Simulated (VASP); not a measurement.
**Se: single point with PBE+U**

Se:

```
Se
1.0
     0.00000    3.12557    3.12557
     3.12557    0.00000    3.12557
     3.12557    3.12557    0.00000
Se
2
Cartesian
  6.8669 7.6795 6.8137
  8.4297 9.2423 8.3765
```

This isn't the form of Se at room conditions, which is trigonal, of chains.

* Program: VASP 6.6.1
* Task: single point
* Functional: PBE
* Potentials or basis: VASP PAW PBE potentials, release 64 (Se)
* Cutoff: 500 eV
* k mesh: 6 × 6 × 6
* Occupations: gaussian, width 0.1 eV
* Spin: no spin polarisation
* Hubbard terms: Se p U = 1.9 eV

```
Pressure               : 2.0 GPa
Band gap on the k mesh : zero (bands 6 and 7 overlap by 1.10 eV)
```

Levels at points of the mesh, in eV from the Fermi level:
```
           k point  band 3  band 4  band 5  band 6  band 7  band 8  band 9  band 10
(0.00, 0.00, 0.00)   -3.53   -3.53   -3.53   -0.81   -0.81   -0.81    4.26     7.47
(0.50, 0.00, 0.00)   -4.25   -4.25   -4.23    0.29    0.29    1.81    6.77     6.80
(0.50, 0.50, 0.00)   -5.05   -5.05   -2.02   -2.02    2.29    2.29    6.15     6.15
```

It took 11 s on 1 thread of AMD EPYC 7R43 64-Core Processor (Zen 3), with other jobs on the host, peak memory 0.13 GiB.

Caveat: U without spin polarisation on a metal has little footing.
